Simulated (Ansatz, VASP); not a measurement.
**Mo in VASP and in Ansatz**

```
Mo
1.0
    -1.56588    1.56588    1.56588
     1.56588   -1.56588    1.56588
     1.56588    1.56588   -1.56588
Mo
1
Direct
  0.00000 0.00000 0.00000
```

Alike in both runs: functional PBEsol; k mesh 8 × 8 × 8; occupations gaussian, width 0.1 eV; no spin polarisation.

Ansatz relaxed the structure, and its values are those at the end. VASP's run is a single point on that final structure, the one shown.

|  | VASP | Ansatz |
| --- | --- | --- |
| version | VASP 6.6.1 | Ansatz 0.2.0 |
| potentials or method | VASP PAW PBE potentials, release 64 (Mo_sv), cutoff 520 eV | scalar-relativistic, plane waves, PAW |
| valence electrons in the cell | 14 | 14 |

|  | VASP | Ansatz | Ansatz less VASP |
| --- | --- | --- | --- |
| gap on the k mesh at the Fermi level (eV) | none | none | - |
| pressure (GPa) | 0.5 | 0.0 | -0.54 |

VASP's potentials were made for PBE, not for PBEsol. A gap of «none» marks a metal or a gap that the smearing closes. The functional is the same, so the differences come from potentials, cutoffs and numerics.
